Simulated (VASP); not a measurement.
SiGe, 4 atoms in the cell. It takes space group P6_3mc (No. 186, hexagonal). Conventional cell: a = 3.935 Å, b = 3.935 Å, c = 6.500 Å, α = 90.00°, β = 90.00°, γ = 120.00°. Within 3.2 Å of Si (site symmetry 3m) lie 4 Ge at 2.41 to 2.43 Å. Ge (site symmetry 3m) has 4 Si at 2.41 to 2.43 Å within 3.2 Å. 

- Program: VASP 6.6.1
- Task: single point
- Functional: PBEsol
- Potentials or basis: VASP PAW PBE potentials, release 64 (Si, Ge_d)
- Cutoff: 520 eV
- k mesh: 12 × 12 × 6
- Occupations: gaussian, width 0.03 eV
- Spin: no spin polarisation
- Dipole correction: no
- Further INCAR settings: ALGO = Normal; EDIFF = 1e-07; NBANDS = 26

Potentials or basis: VASP PAW PBE potentials, release 64 (Si, Ge_d).

The run is started by

```sh
$ cat potpaw_PBE.64/Si/POTCAR potpaw_PBE.64/Ge_d/POTCAR > POTCAR
$ mpirun -np 1 vasp_std > vasp.out
```

Hardware: 1 thread of Intel(R) Xeon(R) 6975P-C (Granite Rapids), on a shared host.

Problem. Estimate the wall time of this run.

Solution. It took 94 s on 1 thread of Intel(R) Xeon(R) 6975P-C (Granite Rapids), with other jobs on the host, peak memory 0.29 GiB. Counts: scf iterations 14, k points 76.
